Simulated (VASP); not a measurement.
Here is a VASP 6.6.1 calculation.

The input INCAR:

```
  PREC = Accurate
  ENCUT = 600
  EDIFF = 1E-6
  ISMEAR = 0
  SIGMA = 0.1
  LREAL = F
  LASPH = T
  NELM = 120
  ALGO = Normal
  ISIF = 2
  LWAVE = F
  LCHARG = F
  GGA = PE
  NBANDS = 16
  GGA_COMPAT = F
```

KPOINTS

```
Automatic mesh
0
Gamma
  16 16 16
```

Contents of POSCAR:

```
NbN
1.0
    0.0000000000      2.2107216782      2.2107216782
    2.2107216782      0.0000000000      2.2107216782
    2.2107216782      2.2107216782      0.0000000000
Nb N
1 1
Direct
    0.0000000000      0.0000000000      0.0000000000
    0.5000000000      0.5000000000      0.5000000000
```

Potentials or basis: VASP PAW PBE potentials, release 64 (Nb_sv, N).

Command:

```sh
$ cat potpaw_PBE.64/Nb_sv/POTCAR potpaw_PBE.64/N/POTCAR > POTCAR
$ mpirun -np 1 vasp_std > vasp.out
```

Problem. Estimate the pressure.

Solution. -0.7 GPa.

Problem. Predict the band gap on the k mesh.

Solution. Zero (band 9 reaches 15.12 eV, above the bottom of band 10 at 11.73 eV).
